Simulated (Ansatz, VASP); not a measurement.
Two plane-wave programs on AlCo3

```
CELL_PARAMETERS angstrom
3.49731 0.00000 0.00000
0.00000 3.49731 0.00000
0.00000 0.00000 3.49731
ATOMIC_POSITIONS crystal
Al 0.00000 0.00000 0.00000
Co 0.50000 0.50000 0.00000
Co 0.50000 0.00000 0.50000
Co 0.00000 0.50000 0.50000
```

Alike in both runs: functional r2SCAN; k mesh 12 × 12 × 12; occupations gaussian, width 0.1 eV; no spin polarisation.

Ansatz relaxed the structure, and its values are those at the end. VASP's run is a single point on that final structure, the one shown.

```csv
,VASP,Ansatz
version,VASP 6.6.1,Ansatz 0.2.0
potentials or method,"VASP PAW PBE potentials, release 64 (Al, Co), cutoff 520 eV","scalar-relativistic, plane waves, PAW"
valence electrons in the cell,30,54
```

|  | VASP | Ansatz | Ansatz less VASP |
| --- | --- | --- | --- |
| gap on the k mesh at the Fermi level (eV) | none | none | - |
| pressure (GPa) | -0.1 | 0.0 | +0.05 |

VASP's potentials were made for PBE, not for r2SCAN. A gap of «none» marks a metal or a gap that the smearing closes. With one functional, cell and mesh, what is left measures potentials, basis and numerics. VASP's potentials hold 30 valence electrons a cell and Ansatz's 54, so a difference there can come from the potentials and not from the codes.
